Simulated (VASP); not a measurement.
**Cs2AgBiBr6: single point with r2SCAN**

Cs2AgBiBr6:

```
Cs Ag Bi Br
1.0
     0.00000    5.61550    5.61550
     5.61550    0.00000    5.61550
     5.61550    5.61550    0.00000
Cs Ag Bi Br
2 1 1 6
Cartesian
  2.8077 2.8077 2.8077
  8.4232 8.4232 8.4232
  5.6155 5.6155 5.6155
  0.0000 0.0000 0.0000
  5.6155 2.8282 5.6155
  8.4028 5.6155 5.6155
  5.6155 8.4028 5.6155
  2.8282 5.6155 5.6155
  5.6155 5.6155 2.8282
  5.6155 5.6155 8.4028
```

```
Program                : VASP 6.6.1
Task                   : single point
Functional             : r2SCAN
Potentials or basis    : VASP PAW PBE potentials, release 64 (Cs_sv, Ag, Bi_d, Br)
Cutoff                 : 520 eV
k mesh                 : 4 × 4 × 4
Occupations            : gaussian, width 0.01 eV
Spin                   : no spin polarisation
Dipole correction      : no
Further INCAR settings : ALGO = Normal; EDIFF = 1e-06; NBANDS = 54
```

```json
{
  "Pressure": "0.9 GPa",
  "Largest force": "0.104 eV/Å",
  "Band gap on the k mesh": "1.62 eV (least direct gap 2.81 eV)"
}
```

Forces in eV/Å, atoms in the order of the input:
```
Cs   0.000  0.000  0.000
Cs   0.000  0.000  0.000
Ag   0.000  0.000  0.000
Bi   0.000  0.000  0.000
Br   0.000  0.104  0.000
Br  -0.104  0.000  0.000
Br   0.000 -0.104  0.000
Br   0.104  0.000  0.000
Br   0.000  0.000  0.104
Br   0.000  0.000 -0.104
```

Levels at points of the mesh, in eV from the valence-band top:
```
           k point  band 39  band 40  band 41  band 42  band 43  band 44  band 45  band 46  band 47  band 48
(0.00, 0.00, 0.00)    -1.37    -1.37    -1.37    -0.71    -0.71     2.61     2.61     2.61     4.15     4.87
(0.50, 0.00, 0.00)    -1.68    -1.68    -1.47    -1.34    -1.34     1.62     3.96     3.96     5.48     5.60
(0.50, 0.50, 0.00)    -1.68    -1.68    -1.39    -0.71     0.00     3.09     3.09     3.44     4.97     5.74
```

Run time: 8.4 min on 1 thread of AMD EPYC 9R45 96-Core Processor (Zen 5), on a shared host, peak memory 0.61 GiB.

Caveat: the PAW data sets were made with another functional, which shifts forces and pressure a little; spin-orbit coupling is left out, which moves the levels of the heavy elements. r2SCAN opens gaps a little over a GGA but as a rule still falls short of measured ones.
